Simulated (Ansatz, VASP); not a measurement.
AlN in VASP and in Ansatz

The input INCAR:

```
ALGO     = Normal         # electronic algorithm
EDIFF    = 1E-6           # SCF threshold, eV
ENCUT    = 520            # plane-wave cutoff, eV
GGA      = PE             # functional
ISIF     = 2              # what is computed and relaxed
ISMEAR   = -1             # smearing method
LASPH    = T              # aspherical terms in the spheres
LCHARG   = F              # write CHGCAR
LREAL    = F              # projectors in reciprocal space
LWAVE    = F              # write WAVECAR
NBANDS   = 16             # bands
NELM     = 60             # most SCF steps
PREC     = Accurate       # precision mode
SIGMA    = 0.1            # smearing width, eV
```

The input KPOINTS:

```
k-points
0
Gamma
  12 12 7
```

POSCAR

```
AlN
1.0
    2.7040580925      0.0000000000      0.0000000000
   -1.3520290462      2.3417830014      0.0000000000
    0.0000000000      0.0000000000      4.6594379712
Al N
2 2
Direct
    0.0000000000      0.0000000000      0.0000000000
    0.0000000000      0.0000000000      0.5000000000
    0.3333333333      0.6666666667      0.2500000000
    0.6666666667      0.3333333333      0.7500000000
```

Input for Ansatz:

```yaml
crystal:
  lattice:
    - [2.7040580925, 0.0, 0.0]
    - [-1.3520290462, 2.3417830014, 0.0]
    - [0.0, 0.0, 4.6594379712]
  atoms:
    - { symbol: Al, position: [0.0, 0.0, 0.0] }
    - { symbol: Al, position: [0.0, 0.0, 0.5] }
    - { symbol: "N", position: [0.3333333333, 0.6666666667, 0.25] }
    - { symbol: "N", position: [0.6666666667, 0.3333333333, 0.75] }
kpoints:
  mp_grid: { grid: [12, 12, 7] }
scf:
  occupations: { method: fermi_dirac, width: 0.1 }
hamiltonian:
  xc: pbe
  pseudopotentials: { kind: all_electron, lapw: { basis_error: 0.0005 } }
output:
  forces: true
  stress: true
  eigenvalues: true
  populations: true
```

Alike in both runs: task single point; functional PBE; k mesh 12 × 12 × 7; occupations fermi-dirac, width 0.1 eV; no spin polarisation.

|  | VASP | Ansatz |
| --- | --- | --- |
| version | VASP 6.6.1 | Ansatz 0.2.0 |
| potentials or method | VASP PAW PBE potentials, release 64 (Al, N), cutoff 520 eV | all-electron LAPW, scalar-relativistic |

```tsv
	VASP	Ansatz	Ansatz less VASP
gap on the k mesh at the Fermi level (eV)	5.51	5.52	+0.008
```

Ansatz ran all-electron here, and VASP with PAW potentials.
